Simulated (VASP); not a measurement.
# GaP in VASP: further runs, part 2 of 2

VASP 6.6.1. The steps go on from the part before.

## Step 5: Single point, PBE (epitaxial xy strain -3.0%)

Contents of INCAR:

```
  PREC = Accurate
  ENCUT = 520
  EDIFF = 1E-6
  ISMEAR = -1
  SIGMA = 0.02
  LREAL = False
  LASPH = True
  NELM = 80
  ALGO = Normal
  ISIF = 2
  LWAVE = False
  LCHARG = False
  GGA = PE
  NBANDS = 16
```

Contents of KPOINTS:

```
Automatic mesh
0
Gamma
  8 8 8
```

Contents of POSCAR:

```
GaP
1.0
    0.0000000000      2.6436373088      2.7943627968
    2.6436373088      0.0000000000      2.7943627968
    2.6436373088      2.6436373088      0.0000000000
Ga P
1 1
Direct
    0.0000000000      0.0000000000      0.0000000000
    0.2500000000      0.2500000000      0.2500000000
```

Potentials or basis: VASP PAW PBE potentials, release 64 (Ga_d, P).

Launch:

```sh
> cat potpaw_PBE.64/Ga_d/POTCAR potpaw_PBE.64/P/POTCAR > POTCAR
> mpirun -np 1 vasp_std > vasp.out
```

OUTCAR:

```text
PREC = Accurate
   ENCUT = 520
   EDIFF = 1E-6
   ISMEAR = -1
   LREAL = False
   LASPH = True
   NELM = 80
   ISIF = 2
   GGA = PE

 ion  position               nearest neighbor table
   1  0.000  0.000  0.000-   2 2.33   2 2.33   2 2.33   2 2.33
   2  0.250  0.250  0.250-   1 2.33   1 2.33   1 2.33   1 2.33

  LATTYP: Found a body centered tetragonal cell.
 ALAT       =     3.7386677361
 C/A-ratio  =     1.4948441499

  Lattice vectors:

 A1 = (  -2.6436373088,   0.0000000000,   2.7943627968)
 A2 = (   2.6436373088,   0.0000000000,   2.7943627968)
 A3 = (   0.0000000000,   2.6436373088,  -2.7943627968)

Analysis of symmetry for initial positions (statically):
=====================================================================
 Subroutine PRICEL returns:
 Original cell was already a primitive cell.

 Routine SETGRP: Setting up the symmetry group for a
 body centered tetragonal supercell.

 Subroutine GETGRP returns: Found  8 space group operations
 (whereof  8 operations were pure point group operations)
 out of a pool of 16 trial point group operations.

The static configuration has the point symmetry D_2d.

Analysis of symmetry for dynamics (positions and initial velocities):
=====================================================================
 Subroutine PRICEL returns:
 Original cell was already a primitive cell.

 Routine SETGRP: Setting up the symmetry group for a
 body centered tetragonal supercell.

 Subroutine GETGRP returns: Found  8 space group operations
 (whereof  8 operations were pure point group operations)
 out of a pool of 16 trial point group operations.

The dynamic configuration has the point symmetry D_2d.

 Subroutine INISYM returns: Found  8 space group operations
 (whereof  8 operations are pure point group operations),
 and found     1 'primitive' translations

----------------------------------------------------------------------------------------

                                     Primitive cell

  volume of cell :      39.0586

  direct lattice vectors                    reciprocal lattice vectors
     0.000000000  2.643637309  2.794362797    -0.189133357  0.189133357  0.178931669
     2.643637309  0.000000000  2.794362797     0.189133357 -0.189133357  0.178931669
     2.643637309  2.643637309  0.000000000     0.189133357  0.189133357 -0.178931669

  length of vectors
     3.846723497  3.846723497  3.738667736     0.321806457  0.321806457  0.321806457

  position of ions in fractional coordinates (direct lattice)
     0.000000000  0.000000000  0.000000000
     0.250000000  0.250000000  0.250000000

  ion indices of the primitive-cell ions
   primitive index   ion index
                 1           1
                 2           2

----------------------------------------------------------------------------------------

 KPOINTS: Automatic mesh

Automatic generation of k-mesh.
 Grid dimensions read from file:
 generate k-points for:    8    8    8

 Generating k-lattice:

  Cartesian coordinates                     Fractional coordinates (reciprocal lattice)
    -0.023641670  0.023641670  0.022366459     0.125000000  0.000000000  0.000000000
     0.023641670 -0.023641670  0.022366459     0.000000000  0.125000000  0.000000000
     0.023641670  0.023641670 -0.022366459    -0.000000000 -0.000000000  0.125000000

  Length of vectors
     0.040225807  0.040225807  0.040225807

  Shift w.r.t. Gamma in fractional coordinates (k-lattice)
     0.000000000  0.000000000  0.000000000

 Subroutine IBZKPT returns following result:
 ===========================================

 Found     59 irreducible k-points:

 Following reciprocal coordinates:
            Coordinates               Weight
  0.000000  0.000000  0.000000      1.000000
  0.125000  0.000000  0.000000      8.000000
  0.250000  0.000000  0.000000      8.000000
  0.375000 -0.000000  0.000000      8.000000
  0.500000  0.000000  0.000000      4.000000
  0.125000  0.125000  0.000000      2.000000
[... 16 lines left out ...]
  0.250000 -0.000000  0.125000     16.000000
  0.375000 -0.000000  0.125000     16.000000
 [... further k-points ...]
   k-points           NKPTS =     59   k-points in BZ     NKDIM =     59   number of bands    NBANDS=     16
   number of dos      NEDOS =    301   number of ions     NIONS =      2
   total plane-waves  NPLWV =  25200
   dimension x,y,z NGX =    30 NGY =   30 NGZ =   28
   dimension x,y,z NGXF=    60 NGYF=   60 NGZF=   56
   ions per type =               1   1
   NGX,Y,Z   is equivalent  to a cutoff of  12.97, 12.97, 12.45 a.u.
   NGXF,Y,Z  is equivalent  to a cutoff of  25.93, 25.93, 24.90 a.u.
 SYSTEM =  unknown system
   PREC   = accura    normal or accurate (medium, high low for compatibility)
   ISTART =      0    job   : 0-new  1-cont  2-samecut
   ICHARG =      2    charge: 1-file 2-atom 10-const
   ISPIN  =      1    spin polarized calculation?
   LNONCOLLINEAR =      F non collinear calculations
   LSORBIT =      F    spin-orbit coupling
   LASPH  =      T    aspherical Exc in radial PAW
   ENCUT  =  520.0 eV  38.22 Ry    6.18 a.u.   7.15  7.15  6.95*2*pi/ulx,y,z
   NELM   =     80;   NELMIN=  2; NELMDL= -5     # of ELM steps
   EDIFF  = 0.1E-05   stopping-criterion for ELM
   LREAL  =      F    real-space projection
   EDIFFG = 0.1E-04   stopping-criterion for IOM
   NSW    =      0    number of steps for IOM
   IBRION =     -1    ionic relax: 0-MD 1-quasi-New 2-CG
   NFREE  =      0    steps in history (QN), initial steepest desc. (CG)
   ISIF   =      2    stress and relaxation
   ISYM   =      2    0-nonsym 1-usesym 2-fastsym
   POTIM  = 0.5000    time-step for ionic-motion
   TEBEG  =    0.0;   TEEND  =   0.0 temperature during run
   PSTRESS=    0.0 pullay stress
   NELECT =      18.0000    total number of electrons
   NUPDOWN=      -1.0000    fix difference up-down
   EMIN   =  10.00;   EMAX   =-10.00  energy-range for DOS
   EFERMI =   0.00;   METHOD = LEGACY
   ISMEAR =    -1;   SIGMA  =   0.02  broadening in eV -4-tet -1-fermi 0-gaus
   EFERMI_NEDOS =   21; number of points for ismear=-14 and -15
   IALGO  =     38    algorithm
   IMIX   =      4    mixing-type and parameters
     AMIX     =   0.40;   BMIX     =  1.00
     AMIX_MAG =   1.60;   BMIX_MAG =  1.00
  volume/ion in A,a.u.               =      19.53       131.79
  Fermi-wavevector in a.u.,A,eV,Ry     =   1.264523  2.389602 21.755975  1.599019
  Thomas-Fermi vector in A             =   2.397824
   LORBIT       =      0    0 simple, 1 ext, 2 COOP (PROOUT), +10 PAW based schemes
   GGA     = PE    functional components
   LHFCALC =     F    Hartree Fock is set to
   AEXX    =    0.0000 exact exchange contribution
   IVDW    =     0    specifies the selected vdW correction
   LEPSILON=     F    determine dielectric tensor
   LRPA    =     F    only Hartree local field effects (RPA)
 non-spin polarized calculation
  energy-cutoff  :      520.00
  volume of cell :       39.06
 maximum number of plane-waves:      1070
 NGX is ok and might be reduce to    30
   NGX = 15   NGY = 15   NGZ = 13

 number of electron      17.9999998 magnetization

 Free energy of the ion-electron system (eV)
  ---------------------------------------------------
  ext. energy  EPLUGINS =         0.00000000
  ---------------------------------------------------
  free energy    TOTEN  =        -9.05979973 eV

  energy without entropy =       -9.05979973  energy(sigma->0) =       -9.05979973

 E-fermi :   5.5260     XC(G=0): -10.0005

 val. band max:        5.1414823627   @ k =   0.0000   0.0000   0.0000
 cond. band min:       6.4476578681   @ k =   0.3750   0.0000   0.3750
 fundamental gap:      1.3061755054
 Fermi energy:         5.5259605104

 k-point     1 :       0.0000    0.0000    0.0000
  band No.  band energies     occupation
      1      -9.6052      2.00000
      2      -9.5872      2.00000
      3      -9.5872      2.00000
      4      -9.4866      2.00000
      5      -9.4808      2.00000
      6      -7.7348      2.00000
[... 8 lines left out ...]
     15      14.3738      0.00000
     16      15.3883      0.00000

 k-point     2 :       0.1250    0.0000    0.0000
  band No.  band energies     occupation
      1      -9.6124      2.00000
      2      -9.5910      2.00000
      3      -9.5821      2.00000
      4      -9.4873      2.00000
      5      -9.4800      2.00000
      6      -7.5223      2.00000
[... 8 lines left out ...]
     15      14.6246      0.00000
     16      14.9393      0.00000
[... 387 lines left out ...]
      5      -9.4731      2.00000
      6      -6.9620      2.00000
[... 8 lines left out ...]
     15      14.8655      0.00000
     16      16.4166      0.00000

 k-point    24 :       0.3750   -0.0000    0.1250
  band No.  band energies     occupation
      1      -9.6729      2.00000
      2      -9.5692      2.00000
      3      -9.5602      2.00000
      4      -9.4951      2.00000
      5      -9.4681      2.00000
      6      -6.1759      2.00000
[... 8 lines left out ...]
     15      15.7530      0.00000
     16      16.4024      0.00000

 [... further k-points ...]
[... 5 lines left out ...]
  --------------------------------------------------------------------------------------
  -------------------------------------------------------------------------------------
  Total        1.7629138      1.7629138      0.6574953      0.0000000      0.0000000      0.0000000
  in kB       72.3144561     72.3144561     26.9703559      0.0000000      0.0000000      0.0000000
  external PRESSURE =      57.1997560 kB  Pullay stress =       0.0000000 kB

 VOLUME and BASIS-vectors are now :
 -----------------------------------------------------------------------------
  energy-cutoff  :      520.00
  volume of cell :       39.06
      direct lattice vectors                 reciprocal lattice vectors
     0.000000000  2.643637309  2.794362797    -0.189133357  0.189133357  0.178931669
     2.643637309  0.000000000  2.794362797     0.189133357 -0.189133357  0.178931669
     2.643637309  2.643637309  0.000000000     0.189133357  0.189133357 -0.178931669

 POSITION                                       TOTAL-FORCE (eV/Angst)
 -----------------------------------------------------------------------------------
      0.00000      0.00000      0.00000         0.000000      0.000000      0.000000
      1.32182      1.32182      1.39718        -0.000000     -0.000000     -0.000000
 -----------------------------------------------------------------------------------
    total drift:                               -0.000000     -0.000000     -0.000002

  FREE ENERGIE OF THE ION-ELECTRON SYSTEM (eV)
  ---------------------------------------------------
  free  energy   TOTEN  =        -9.0597997255 eV

  energy  without entropy=       -9.0597997255  energy(sigma->0) =       -9.05979973
```

OSZICAR:

```text
N       E                     dE             d eps       ncg     rms          rms(c)
DAV:   1     0.814194627090E+02    0.81419E+02   -0.89999E+03  1952   0.162E+03
DAV:   2    -0.318837127931E+01   -0.84608E+02   -0.80824E+02  2192   0.312E+02
DAV:   3    -0.924146394456E+01   -0.60531E+01   -0.60329E+01  2376   0.648E+01
DAV:   4    -0.933977998989E+01   -0.98316E-01   -0.98296E-01  2328   0.883E+00
DAV:   5    -0.934169774352E+01   -0.19178E-02   -0.19176E-02  2432   0.111E+00    0.442E+00
DAV:   6    -0.908931169910E+01    0.25239E+00   -0.38282E-01  2904   0.110E+01    0.294E+00
DAV:   7    -0.905909836865E+01    0.30213E-01   -0.10320E-01  2528   0.222E+00    0.115E+00
DAV:   8    -0.905928429532E+01   -0.18593E-03   -0.13678E-02  2256   0.141E+00    0.227E-01
DAV:   9    -0.905967245510E+01   -0.38816E-03   -0.13115E-03  2440   0.481E-01    0.757E-02
DAV:  10    -0.905973477221E+01   -0.62317E-04   -0.10942E-04  2960   0.125E-01    0.349E-02
DAV:  11    -0.905979999770E+01   -0.65225E-04   -0.87280E-05  2224   0.763E-02    0.522E-03
DAV:  12    -0.905979972549E+01    0.27220E-06   -0.23651E-06  2264   0.198E-02
   1 F= -.90597997E+01 E0= -.90597997E+01  d E =-.141552E-10
```

It took 22 s on 1 thread of AMD EPYC 9R45 (Zen 5), shared host; peak memory 0.15 GiB.

What came out:

- Free energy: -9.0598 eV
- Pressure: 5.7 GPa
- Band gap on the k mesh: 1.31 eV, indirect (least direct gap 1.98 eV)

Caveat: the cell differs from its parent crystal (epitaxial xy strain -3.0%). A k mesh can miss the band edges.

## Step 6: Overview

| level | cell | k mesh | smearing | gap on the mesh (eV) | pressure (GPa) |
| --- | --- | --- | --- | --- | --- |
| PBE | a = 3.847, b = 3.847, c = 3.739 Å, angles 60.9, 60.9, 58.2°, 2 atoms | 4 × 4 × 4 | gaussian 0.01 eV | 1.31 | 6.2 |
| PBE | a = 3.854 Å, angles 60.0°, 2 atoms | 8 × 8 × 8 | fermi-dirac 0.02 eV | 1.64 | 2.4 |
| r2SCAN | a = 3.854 Å, angles 60.0°, 2 atoms | 8 × 8 × 8 | gaussian 0.01 eV | 1.90 | 0.0 |
| PBE | a = 3.847, b = 3.847, c = 3.739 Å, angles 60.9, 60.9, 58.2°, 2 atoms | 8 × 8 × 8 | fermi-dirac 0.02 eV | 1.31 | 5.7 |

Alike in all rows: task single point; potentials or basis VASP PAW PBE potentials, release 64 (Ga_d, P); no spin polarisation; cutoff (eV) 520.

Caveats: some runs use coarse meshes; the PAW data sets were made with another functional, which shifts forces and pressure a little (some runs).

Absolute energies hang on the potentials; compare differences alone.
